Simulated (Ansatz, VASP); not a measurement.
**One calculation of Sn, two programs**

Contents of INCAR:

```
  ALGO = Normal
  EDIFF = 1E-6
  ENCUT = 500
  GGA = PE
  GGA_COMPAT = F
  ISIF = 2
  ISMEAR = 0
  LASPH = T
  LCHARG = T
  LELF = T
  LREAL = F
  LVHAR = T
  LWAVE = F
  NBANDS = 13
  NELM = 120
  PREC = Accurate
  SIGMA = 0.05
```

File KPOINTS:

```
k-points
0
Gamma
  16 16 16
```

Contents of POSCAR:

```
Sn
1.0
    0.0000000000      2.4095795385      2.4095795385
    2.4095795385      0.0000000000      2.4095795385
    2.4095795385      2.4095795385      0.0000000000
Sn
1
Direct
    0.0000000000      0.0000000000      0.0000000000
```

Input for Ansatz:

```yaml
crystal:
  lattice:
    - [0.0, 2.4095795385, 2.4095795385]
    - [2.4095795385, 0.0, 2.4095795385]
    - [2.4095795385, 2.4095795385, 0.0]
  atoms:
    - { symbol: Sn, position: [0.0, 0.0, 0.0] }
basis:
  ecutwfc: 600
  ecutrho_ratio: 5
kpoints:
  mp_grid: { grid: [16, 16, 16] }
hamiltonian:
  xc: pbe
scf:
  occupations: { method: gaussian, width: 0.05 }
output:
  forces: true
  stress: true
  eigenvalues: true
```

Alike in both runs: task single point; functional PBE; k mesh 16 × 16 × 16; occupations gaussian, width 0.05 eV; no spin polarisation.

|  | VASP | Ansatz |
| --- | --- | --- |
| version | VASP 6.6.1 | Ansatz 0.2.0 |
| potentials or method | VASP PAW PBE potentials, release 64 (Sn_d), cutoff 500 eV | scalar-relativistic, plane waves, PAW |
| valence electrons in the cell | 14 | 14 |

```csv
,VASP,Ansatz,Ansatz less VASP
gap on the k mesh at the Fermi level (eV),none,none,-
pressure (GPa),0.0,0.0,+0.02
```

A gap of «none» marks a metal or a gap that the smearing closes. With one functional, cell and mesh, what is left measures potentials, basis and numerics.
